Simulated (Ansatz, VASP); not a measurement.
**BiAs in VASP and in Ansatz**

```
As Bi
1.0
     0.00000    2.95546    2.95546
     2.95546    0.00000    2.95546
     2.95546    2.95546    0.00000
As Bi
1 1
Direct
  0.00000 0.00000 0.00000
  0.50000 0.50000 0.50000
```

Change from the starting cell: volume scaled by 0.9405, PAW files.

Alike in both runs: task electric field gradients; functional PBE; k mesh 11 × 11 × 11; occupations fermi-dirac, width 0.03 eV; no spin polarisation.

|  | VASP | Ansatz |
| --- | --- | --- |
| version | VASP 6.6.1 | Ansatz 0.2.0 |
| potentials or method | VASP PAW PBE potentials, release 64 (As, Bi_d) | PAW with Ansatz's default frozen-core files, scalar-relativistic |
| plane-wave cutoff (eV) | 520 | 420 |
| valence electrons in the cell | 20 | 30 |

|  | VASP | Ansatz | Ansatz less VASP |
| --- | --- | --- | --- |
| pressure (GPa) | 4.5 | 4.4 | -0.04 |

With one functional, cell and mesh, what is left measures potentials, basis and numerics. VASP's potentials hold 20 valence electrons a cell and Ansatz's 30, so a difference there can come from the potentials and not from the codes.

Spin-orbit coupling is off throughout.
